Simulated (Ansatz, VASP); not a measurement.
This is a calculation of GaB for VASP 6.6.1.

INCAR

```
SYSTEM = GaB
PREC = Accurate ; ENCUT = 600
EDIFF = 1E-7 ; ISMEAR = -1
SIGMA = 0.05 ; LREAL = .False.
LASPH = .True. ; NELM = 80
ALGO = Normal ; ISIF = 3
LWAVE = .False. ; LCHARG = .False.
GGA = PE ; IBRION = 2
NSW = 60 ; EDIFFG = -0.01
```

KPOINTS

```
regular mesh
0
Gamma
  10 10 8
  0 0 0
```

Contents of POSCAR:

```
GaB
1.0
    2.7182400000      0.0000000000      0.0000000000
    0.0000000000      2.7182400000      0.0000000000
    0.0000000000      0.0000000000      3.2362100000
Ga B
1 1
Direct
    0.5000000000      0.5000000000      0.5000000000
    0.0000000000      0.0000000000      0.0000000000
```

Potentials or basis: VASP PAW PBE potentials, release 64 (Ga_d, B).

Run with:

```bash
$ cat potpaw_PBE.64/Ga_d/POTCAR potpaw_PBE.64/B/POTCAR > POTCAR
$ mpirun -np 1 vasp_std > vasp.out
```

Task: Set up the same calculation for Ansatz 0.2.0. Potentials there: Ansatz PAW.

Result: As run (the cutoff follows the program's own potentials):

File input.yaml:

```yaml
crystal:
  lattice:
    - [2.71824, 0.0, 0.0]
    - [0.0, 2.71824, 0.0]
    - [0.0, 0.0, 3.23621]
  atoms:
    - { symbol: Ga, position: [0.5, 0.5, 0.5] }
    - { symbol: B, position: [0.0, 0.0, 0.0] }
hamiltonian:
  xc: pbe
  pseudopotentials: { kind: paw }
kpoints:
  mp_grid: { grid: [10, 10, 8] }
scf:
  occupations: { method: fermi_dirac, width: 0.05 }
output:
  forces: true
  stress: true
  eigenvalues: true
relax:
  f_tol: 0.01
  max_steps: 40
  cell: { stress_tol: 0.05 }
```

Potentials or basis: Ansatz PAW.

The run is started by

```sh
$ ansatz run input.yaml --threads 2 --pin off --max-ram 5632MiB --backend cpu --events-out ev --progress --plain --runs-dir out
```

Both were run:

|  | VASP | Ansatz | Ansatz less VASP |
| --- | --- | --- | --- |
| gap on the k mesh at the Fermi level, each at its own relaxed structure (eV) | none | none | - |
| relaxed volume (Å³/atom) | 11.98 | 11.95 | -0.026 |
| relaxed length of the cell vector where the two differ most in proportion (Å) | 2.728 | 2.725 | -0.0024 |

A gap of «none» marks a metal or a gap that the smearing closes.

Noted on Ansatz's run: the plane-wave basis is chosen anew once the cell has moved, so the energies of steps on either side of that aren't comparable.
